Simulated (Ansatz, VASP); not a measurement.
## Ge: VASP beside Ansatz

```xyz
2
Lattice="0.0000 2.8143 2.8143 2.8143 0.0000 2.8143 2.8143 2.8143 0.0000" Properties=species:S:1:pos:R:3 pbc="T T T"
Ge    2.8143    2.8143    2.8143
Ge    4.2215    4.2215    4.2215
```

Change from the starting cell: mode 4 frozen in at +0.000 Å, equal normal strain along x, y and z -0.0083.

Alike in both runs: task single point; functional PBEsol; k mesh 14 × 14 × 14; occupations gaussian, width 0.15 eV; no spin polarisation.

|  | VASP | Ansatz |
| --- | --- | --- |
| version | VASP 6.6.1 | Ansatz 0.2.0 |
| potentials or method | VASP PAW PBE potentials, release 64 (Ge_d), cutoff 520 eV | scalar-relativistic, plane waves, PAW |
| valence electrons in the cell | 28 | 28 |

|  | VASP | Ansatz | Ansatz less VASP |
| --- | --- | --- | --- |
| gap on the k mesh at the Fermi level (eV) | 0.14 | 0.13 | -0.010 |
| least direct gap on the mesh (eV) | 0.14 | 0.13 | -0.010 |
| pressure (GPa) | 1.7 | 1.8 | +0.09 |

VASP's potentials were made for PBE, not for PBEsol, and Ansatz warns of the same on its side. With one functional, cell and mesh, what is left measures potentials, basis and numerics.
